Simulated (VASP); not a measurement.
# Si (P6_3/mmc) in VASP: a series of runs

Si is run at these levels: PBEsol; tasks: single point.

Program: VASP 6.6.1. These are calculated values, not measurements. Logs are shortened: lines on timing, memory, paths and dates and some standing lists are left out, and cuts for length are marked.

## Step 1: The cell of the first run

It takes space group P6_3/mmc (No. 194, hexagonal). Conventional cell: a = 2.594 Å, b = 2.594 Å, c = 4.406 Å, α = 90.00°, β = 90.00°, γ = 120.00°. Within 3.4 Å of Si (site symmetry -6m2) lie 12 Si at 2.59 to 2.66 Å.

This isn't the form of Si at room conditions, which is diamond.

## Step 2: Single point, PBEsol (12.83 Å³/atom)

File INCAR:

```
PREC     = Accurate       # precision mode
ENCUT    = 520            # plane-wave cutoff, eV
EDIFF    = 1E-6           # SCF threshold, eV
ISMEAR   = 0              # smearing method
SIGMA    = 0.05           # smearing width, eV
LREAL    = F              # projectors in reciprocal space
LASPH    = T              # aspherical terms in the spheres
NELM     = 100            # most SCF steps
ALGO     = Normal         # electronic algorithm
ISIF     = 2              # what is computed and relaxed
LWAVE    = F              # write WAVECAR
LCHARG   = F              # write CHGCAR
GGA      = PS             # functional
NBANDS   = 11             # bands
```

File KPOINTS:

```
Automatic mesh
0
Gamma
  20 20 10
```

File POSCAR:

```
Si
1.0
    2.5936688779      0.0000000000      0.0000000000
   -1.2968344389      2.2461831373      0.0000000000
    0.0000000000      0.0000000000      4.4058445494
Si
2
Direct
    0.3333333333      0.6666666667      0.2500000000
    0.6666666667      0.3333333333      0.7500000000
```

Potentials or basis: VASP PAW PBE potentials, release 64 (Si).

The run is started by

```console
$ cat potpaw_PBE.64/Si/POTCAR > POTCAR
$ mpirun -np 1 vasp_std > vasp.out
```

OUTCAR:

```text
PREC = Accurate
   ENCUT = 520
   EDIFF = 1E-6
   ISMEAR = 0
   LREAL = F
   LASPH = T
   NELM = 100
   ISIF = 2
   GGA = PS

 ion  position               nearest neighbor table
   1  0.333  0.667  0.250-   2 2.66   2 2.66   2 2.66   2 2.66   2 2.66   2 2.66
   2  0.667  0.333  0.750-   1 2.66   1 2.66   1 2.66   1 2.66   1 2.66   1 2.66

  LATTYP: Found a hexagonal cell.
 ALAT       =     2.5936688779
 C/A-ratio  =     1.6986919907

  Lattice vectors:

 A1 = (   2.5936688779,   0.0000000000,   0.0000000000)
 A2 = (  -1.2968344389,   2.2461831373,   0.0000000000)
 A3 = (   0.0000000000,   0.0000000000,   4.4058445494)

Analysis of symmetry for initial positions (statically):
=====================================================================
 Subroutine PRICEL returns:
 Original cell was already a primitive cell.

 Routine SETGRP: Setting up the symmetry group for a
 hexagonal supercell.

 Subroutine GETGRP returns: Found 24 space group operations
 (whereof 12 operations were pure point group operations)
 out of a pool of 24 trial point group operations.

The static configuration has the point symmetry D_3d.
 The point group associated with its full space group is D_6h.

Analysis of symmetry for dynamics (positions and initial velocities):
=====================================================================
 Subroutine PRICEL returns:
 Original cell was already a primitive cell.

 Routine SETGRP: Setting up the symmetry group for a
 hexagonal supercell.

 Subroutine GETGRP returns: Found 24 space group operations
 (whereof 12 operations were pure point group operations)
 out of a pool of 24 trial point group operations.

The dynamic configuration has the point symmetry D_3d.
 The point group associated with its full space group is D_6h.

 Subroutine INISYM returns: Found 24 space group operations
 (whereof 12 operations are pure point group operations),
 and found     1 'primitive' translations

----------------------------------------------------------------------------------------

                                     Primitive cell

  volume of cell :      25.6678

  direct lattice vectors                    reciprocal lattice vectors
     2.593668878  0.000000000  0.000000000     0.385554227  0.222599837  0.000000000
    -1.296834439  2.246183137  0.000000000     0.000000000  0.445199674  0.000000000
     0.000000000  0.000000000  4.405844549     0.000000000  0.000000000  0.226971240

  length of vectors
     2.593668878  2.593668878  4.405844549     0.445199674  0.445199674  0.226971240

  position of ions in fractional coordinates (direct lattice)
     0.333333333  0.666666667  0.250000000
     0.666666667  0.333333333  0.750000000

  ion indices of the primitive-cell ions
   primitive index   ion index
                 1           1
                 2           2

----------------------------------------------------------------------------------------

 KPOINTS: Automatic mesh

Automatic generation of k-mesh.
 Grid dimensions read from file:
 generate k-points for:   20   20   10

 Generating k-lattice:

  Cartesian coordinates                     Fractional coordinates (reciprocal lattice)
     0.019277711  0.011129992  0.000000000     0.050000000 -0.000000000  0.000000000
     0.000000000  0.022259984  0.000000000     0.000000000  0.050000000  0.000000000
     0.000000000  0.000000000  0.022697124     0.000000000  0.000000000  0.100000000

  Length of vectors
     0.022259984  0.022259984  0.022697124

  Shift w.r.t. Gamma in fractional coordinates (k-lattice)
     0.000000000  0.000000000  0.000000000

 Subroutine IBZKPT returns following result:
 ===========================================

 Found    264 irreducible k-points:

 Following reciprocal coordinates:
            Coordinates               Weight
  0.000000  0.000000  0.000000      1.000000
  0.050000  0.000000  0.000000      6.000000
  0.100000 -0.000000  0.000000      6.000000
  0.150000  0.000000  0.000000      6.000000
  0.200000 -0.000000  0.000000      6.000000
  0.250000  0.000000  0.000000      6.000000
[... 16 lines left out ...]
  0.200000  0.100000  0.000000     12.000000
  0.250000  0.100000  0.000000     12.000000
 [... further k-points ...]
   k-points           NKPTS =    264   k-points in BZ     NKDIM =    264   number of bands    NBANDS=     11
   number of dos      NEDOS =    301   number of ions     NIONS =      2
   total plane-waves  NPLWV =  14400
   dimension x,y,z NGX =    20 NGY =   20 NGZ =   36
   dimension x,y,z NGXF=    40 NGYF=   40 NGZF=   72
   ions per type =               2
   NGX,Y,Z   is equivalent  to a cutoff of  12.82, 12.82, 13.58 a.u.
   NGXF,Y,Z  is equivalent  to a cutoff of  25.64, 25.64, 27.17 a.u.
 SYSTEM =  unknown system
   PREC   = accura    normal or accurate (medium, high low for compatibility)
   ISTART =      0    job   : 0-new  1-cont  2-samecut
   ICHARG =      2    charge: 1-file 2-atom 10-const
   ISPIN  =      1    spin polarized calculation?
   LNONCOLLINEAR =      F non collinear calculations
   LSORBIT =      F    spin-orbit coupling
   LASPH  =      T    aspherical Exc in radial PAW
   ENCUT  =  520.0 eV  38.22 Ry    6.18 a.u.   4.82  4.82  8.19*2*pi/ulx,y,z
   NELM   =    100;   NELMIN=  2; NELMDL= -5     # of ELM steps
   EDIFF  = 0.1E-05   stopping-criterion for ELM
   LREAL  =      F    real-space projection
   EDIFFG = 0.1E-04   stopping-criterion for IOM
   NSW    =      0    number of steps for IOM
   IBRION =     -1    ionic relax: 0-MD 1-quasi-New 2-CG
   NFREE  =      0    steps in history (QN), initial steepest desc. (CG)
   ISIF   =      2    stress and relaxation
   ISYM   =      2    0-nonsym 1-usesym 2-fastsym
   POTIM  = 0.5000    time-step for ionic-motion
   TEBEG  =    0.0;   TEEND  =   0.0 temperature during run
   PSTRESS=    0.0 pullay stress
   NELECT =       8.0000    total number of electrons
   NUPDOWN=      -1.0000    fix difference up-down
   EMIN   =  10.00;   EMAX   =-10.00  energy-range for DOS
   EFERMI =   0.00;   METHOD = LEGACY
   ISMEAR =     0;   SIGMA  =   0.05  broadening in eV -4-tet -1-fermi 0-gaus
   EFERMI_NEDOS =   21; number of points for ismear=-14 and -15
   IALGO  =     38    algorithm
   IMIX   =      4    mixing-type and parameters
     AMIX     =   0.40;   BMIX     =  1.00
     AMIX_MAG =   1.60;   BMIX_MAG =  1.00
  volume/ion in A,a.u.               =      12.83        86.61
  Fermi-wavevector in a.u.,A,eV,Ry     =   1.109963  2.097526 16.762623  1.232018
  Thomas-Fermi vector in A             =   2.246509
   LORBIT       =      0    0 simple, 1 ext, 2 COOP (PROOUT), +10 PAW based schemes
   GGA     = PS    functional components
   LHFCALC =     F    Hartree Fock is set to
   AEXX    =    0.0000 exact exchange contribution
   IVDW    =     0    specifies the selected vdW correction
   LEPSILON=     F    determine dielectric tensor
   LRPA    =     F    only Hartree local field effects (RPA)
 non-spin polarized calculation
 Gauss-broadening in eV      SIGMA  =   0.05
  energy-cutoff  :      520.00
  volume of cell :       25.67
 maximum number of plane-waves:       707
 NGX is ok and might be reduce to    20
   NGX =  9   NGY =  9   NGZ = 17

 number of electron       7.9999999 magnetization

 Free energy of the ion-electron system (eV)
  ---------------------------------------------------
  ext. energy  EPLUGINS =         0.00000000
  ---------------------------------------------------
  free energy    TOTEN  =       -10.68108220 eV

  energy without entropy =      -10.68017025  energy(sigma->0) =      -10.68062622

 E-fermi :  11.7645     XC(G=0): -11.7330

 val. band max:       11.7571225667   @ k =   0.2500   0.2500   0.3000
 cond. band min:      11.7769363639   @ k =   0.2500   0.0500   0.4000
 fundamental gap:      0.0198137971
 Fermi energy:        11.7644747260

 k-point     1 :       0.0000    0.0000    0.0000
  band No.  band energies     occupation
      1      -3.8320      2.00000
      2       3.2221      2.00000
      3       3.8281      2.00000
      4      21.5952      0.00000
      5      21.5952      0.00000
      6      22.6365      0.00000
      7      22.6365      0.00000
      8      22.9991      0.00000
      9      23.4289      0.00000
     10      26.1136      0.00000
     11      27.0250      0.00000

 k-point     2 :       0.0500    0.0000    0.0000
  band No.  band energies     occupation
      1      -3.7599      2.00000
      2       3.2929      2.00000
      3       3.8961      2.00000
      4      20.2558      0.00000
      5      20.8321      0.00000
      6      22.2687      0.00000
      7      23.4199      0.00000
      8      23.5051      0.00000
      9      23.7816      0.00000
     10      25.6869      0.00000
     11      26.1221      0.00000

 k-point     3 :       0.1000   -0.0000    0.0000
  band No.  band energies     occupation
      1      -3.5439      2.00000
      2       3.5047      2.00000
      3       4.0997      2.00000
      4      18.1548      0.00000
      5      19.8248      0.00000
      6      21.6645      0.00000
      7      23.2888      0.00000
      8      23.6426      0.00000
      9      24.6134      0.00000
     10      24.6488      0.00000
     11      25.4444      0.00000

 k-point     4 :       0.1500    0.0000    0.0000
  band No.  band energies     occupation
      1      -3.1844      2.00000
      2       3.8564      2.00000
      3       4.4390      2.00000
      4      15.9866      0.00000
      5      18.9083      0.00000
      6      20.9442      0.00000
      7      21.8847      0.00000
      8      22.5132      0.00000
      9      24.1812      0.00000
     10      24.8880      0.00000
     11      25.0033      0.00000

 k-point     5 :       0.2000   -0.0000    0.0000
  band No.  band energies     occupation
      1      -2.6823      2.00000
      2       4.3459      2.00000
      3       4.9134      2.00000
      4      13.8642      0.00000
      5      18.1077      0.00000
      6      19.9204      0.00000
      7      20.3229      0.00000
      8      20.8723      0.00000
      9      23.4860      0.00000
     10      24.8468      0.00000
     11      25.0748      0.00000
[... 211 lines left out ...]
 k-point    21 :       0.1000    0.1000    0.0000
  band No.  band energies     occupation
      1      -2.9691      2.00000
      2       4.0666      2.00000
      3       4.6424      2.00000
      4      16.0373      0.00000
      5      16.2975      0.00000
      6      21.9921      0.00000
      7      22.0038      0.00000
      8      22.1349      0.00000
      9      23.4576      0.00000
     10      24.4379      0.00000
     11      24.6767      0.00000

 k-point    22 :       0.1500    0.1000    0.0000
  band No.  band energies     occupation
      1      -2.4675      2.00000
      2       4.5546      2.00000
      3       5.1166      2.00000
      4      14.0454      0.00000
      5      15.3442      0.00000
      6      20.2019      0.00000
      7      20.7506      0.00000
      8      21.3167      0.00000
      9      23.1259      0.00000
     10      23.3846      0.00000
     11      25.3811      0.00000

 k-point    23 :       0.2000    0.1000    0.0000
  band No.  band energies     occupation
      1      -1.8247      2.00000
      2       5.1758      2.00000
      3       5.7252      2.00000
      4      12.0224      0.00000
      5      14.6186      0.00000
      6      18.3861      0.00000
      7      19.0421      0.00000
      8      20.7104      0.00000
      9      22.4499      0.00000
     10      22.5786      0.00000
     11      25.7248      0.00000

 k-point    24 :       0.2500    0.1000    0.0000
  band No.  band energies     occupation
      1      -1.0422      2.00000
      2       5.9204      2.00000
      3       6.4665      2.00000
      4      10.1053      2.00000
      5      14.0132      0.00000
      6      16.6345      0.00000
      7      17.2625      0.00000
      8      20.2025      0.00000
      9      21.7597      0.00000
     10      22.0849      0.00000
     11      26.2023      0.00000

 [... further k-points ...]
[... 5 lines left out ...]
  --------------------------------------------------------------------------------------
  -------------------------------------------------------------------------------------
  Total        1.5580708      1.5580708      1.5413360      0.0000000      0.0000000     -0.0000000
  in kB       97.2543194     97.2543194     96.2097395      0.0000000      0.0000000     -0.0000000
  external PRESSURE =      96.9061261 kB  Pullay stress =       0.0000000 kB

 VOLUME and BASIS-vectors are now :
 -----------------------------------------------------------------------------
  energy-cutoff  :      520.00
  volume of cell :       25.67
      direct lattice vectors                 reciprocal lattice vectors
     2.593668878  0.000000000  0.000000000     0.385554227  0.222599837  0.000000000
    -1.296834439  2.246183137  0.000000000     0.000000000  0.445199674  0.000000000
     0.000000000  0.000000000  4.405844549     0.000000000  0.000000000  0.226971240

 POSITION                                       TOTAL-FORCE (eV/Angst)
 -----------------------------------------------------------------------------------
     -0.00000      1.49746      1.10146         0.000000     -0.000000      0.000000
      1.29683      0.74873      3.30438        -0.000000      0.000000      0.000000
 -----------------------------------------------------------------------------------
    total drift:                               -0.000000      0.000000     -0.000000

  FREE ENERGIE OF THE ION-ELECTRON SYSTEM (eV)
  ---------------------------------------------------
  free  energy   TOTEN  =       -10.6810821983 eV

  energy  without entropy=      -10.6801702495  energy(sigma->0) =      -10.68062622
```

It took 96 s on 1 thread of Intel Xeon 8259CL, shared host; peak memory 0.18 GiB.

Results:

| Property | Result |
| --- | --- |
| Free energy | -10.6811 eV |
| Pressure | 9.7 GPa |
| Band gap on the k mesh | zero (bands 4 and 5 overlap by 13.56 eV) |

Stress tensor (GPa, compression positive):
```
9.73 0.00 0.00
0.00 9.73 0.00
0.00 0.00 9.62
```

Caveat: the cell stands under pressure; the PAW data sets were made with another functional, which shifts forces and pressure a little.

(Continued in part 2 of 3.)

The gap in the log of VASP goes by the Fermi energy; the results here count the filled bands.